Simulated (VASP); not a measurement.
Wanted: the native input for a VASP 6.6.1 run.

- Task: electric field gradients
- Functional: PBEsol
- Potentials or basis: VASP PAW PBE potentials, release 64 (Hf_pv, B)
- Cutoff: 520 eV
- k mesh: 13 × 13 × 11
- Occupations: fermi-dirac, width 0.05 eV
- Spin: no spin polarisation
- Dipole correction: no
- Further INCAR settings: ALGO = Normal; EDIFF = 1e-08; NBANDS = 15

The structure of HfB2 lies in POSCAR:

```
HfB2
1.0
    3.2342001035      0.0000000000      0.0000000000
   -1.6171000518      2.8008994505      0.0000000000
    0.0000000000      0.0000000000      3.4800000000
Hf B
1 2
Direct
    0.0000000000      0.0000000000      0.0000000000
    0.3333333333      0.6666666667      0.5000000000
    0.6666666667      0.3333333333      0.5000000000
```

This cell differs from its parent crystal: equal xx and yy strain of +3 %.

These files were run (other wordings do the same):

INCAR

```
ALGO     = Normal         # electronic algorithm
EDIFF    = 1E-8           # SCF threshold, eV
ENCUT    = 520            # plane-wave cutoff, eV
GGA      = PS             # functional
ISIF     = 2              # what is computed and relaxed
ISMEAR   = -1             # smearing method
LASPH    = True           # aspherical terms in the spheres
LCHARG   = False          # write CHGCAR
LEFG     = True         
LREAL    = False          # projectors in reciprocal space
LWAVE    = False          # write WAVECAR
NBANDS   = 15             # bands
NELM     = 60             # most SCF steps
PREC     = Accurate       # precision mode
SIGMA    = 0.05           # smearing width, eV
```

KPOINTS

```
k-points
0
Gamma
  13 13 11
```

Potentials or basis: VASP PAW PBE potentials, release 64 (Hf_pv, B).

Launch:

```bash
$ cat potpaw_PBE.64/Hf_pv/POTCAR potpaw_PBE.64/B/POTCAR > POTCAR
$ mpirun -np 1 vasp_std > vasp.out
```

Results of the run:

The pressure is -18.0 GPa and the band gap on the k mesh is zero (band 8 reaches 7.76 eV, above the bottom of band 9 at 6.75 eV).

Caveat: the cell differs from its parent crystal (equal xx and yy strain of +3 %); without QUAD_EFG the Cq values of the log hold for a quadrupole moment of 1 mb, not for the nuclei; the PAW data sets were made with another functional, which shifts forces and pressure a little; spin-orbit coupling is left out, which moves the levels of the heavy elements.

Run time: 60 s on 1 thread of AMD EPYC 7R13 Processor (Zen 3) (shared host), peak memory 0.15 GiB.
